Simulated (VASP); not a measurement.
# As: relaxation of cell and atoms with PBE

The system is As.

```
As
1.0
     1.69936   -1.99147    0.00000
     1.69936    1.99147    0.00000
     0.00000    0.00000    3.59521
As
1
Direct
  0.00000 0.00000 0.00000
```

```json
{
  "Program": "VASP 6.6.1",
  "Task": "relaxation of cell and atoms",
  "Functional": "PBE",
  "Potentials or basis": "VASP PAW PBE potentials, release 64 (As)",
  "Cutoff": "600 eV",
  "k mesh": "6 × 6 × 6",
  "Occupations": "gaussian, width 0.1 eV",
  "Spin": "no spin polarisation",
  "Dipole correction": "no",
  "Further INCAR settings": "ALGO = Normal; EDIFF = 1e-06; IBRION = 2; EDIFFG = -0.04; NSW = 90; ISIF = 3"
}
```

The relaxed volume is 20.66 Å³/atom, the relaxed cell is a = 2.686 Å, b = 2.686 Å, c = 2.863 Å, α = 90.00°, β = 90.00°, γ = 89.61° and the space group after relaxing (to 0.05 Å) is P4/mmm (No. 123). The energy gained by relaxing is 376.1 meV/atom, the ionic steps are 15 and the pressure after relaxing is 0.0 GPa.

Stress tensor (GPa, compression positive):
```
-0.03  0.00  0.00
 0.00  0.19  0.00
 0.00  0.00 -0.20
```

The path:
| step | energy change (eV) | largest force (eV/Å) | pressure (GPa) | volume (Å³) |
| --- | --- | --- | --- | --- |
| 1 | 0.0000 | 0.0000 | -1.95 | 24.33 |
| 2 | -0.0894 | 0.0000 | -0.40 | 23.26 |
| 3 | -0.2614 | 0.0000 | 5.00 | 19.82 |
| 4 | -0.2878 | 0.0000 | 4.14 | 19.71 |
| 5 | -0.2893 | 0.0000 | 4.02 | 19.68 |
| 6 | -0.3089 | 0.0000 | 2.89 | 19.90 |
| 7 | -0.3483 | 0.0000 | 0.38 | 20.56 |
| 8 | -0.3606 | 0.0000 | -3.62 | 21.86 |
| 9 | -0.3646 | 0.0000 | -2.79 | 21.48 |
| 10 | -0.3649 | 0.0000 | -2.36 | 21.33 |
| 11 | -0.3711 | 0.0000 | -1.53 | 21.06 |
| 12 | -0.3755 | 0.0000 | -0.12 | 20.66 |
| 13 | -0.3757 | 0.0000 | 0.24 | 20.57 |
| 14 | -0.3759 | 0.0000 | 0.18 | 20.59 |
| 15 | -0.3761 | 0.0000 | -0.01 | 20.66 |

Final structure:
```
As
1.0
     1.90588   -1.89292    0.00000
     1.90588    1.89292    0.00000
     0.00000    0.00000    2.86308
As
1
Direct
  0.00000 0.00000 0.00000
```

Levels at points of the mesh, in eV from the Fermi level:
```
           k point  band 1  band 2  band 3  band 4  band 5  band 6
(0.00, 0.00, 0.00)  -14.85    2.43    4.43    4.48    7.36    8.70
(0.50, 0.00, 0.00)  -11.57   -6.90    4.84    6.83   10.62   12.93
(0.50, 0.50, 0.00)   -8.11   -4.21   -4.10    2.58    7.11   15.34
(0.00, 0.00, 0.50)  -12.49   -6.69    6.12    6.16   10.75   14.19
(0.50, 0.00, 0.50)   -9.13   -4.85   -3.83    2.45    8.39   15.98
(0.50, 0.50, 0.50)   -5.42   -2.38   -2.28   -1.20    5.35    5.99
```

Wall time 48 s on 1 thread of Intel(R) Xeon(R) Platinum 8259CL CPU @ 2.50GHz (Skylake/Cascade Lake), with other jobs on the host, peak memory 0.16 GiB.

Caveat: the k points lie up to 0.39 Å⁻¹ apart in the final cell; the volume moved by over 15 % at a fixed basis, so the end points are rough.
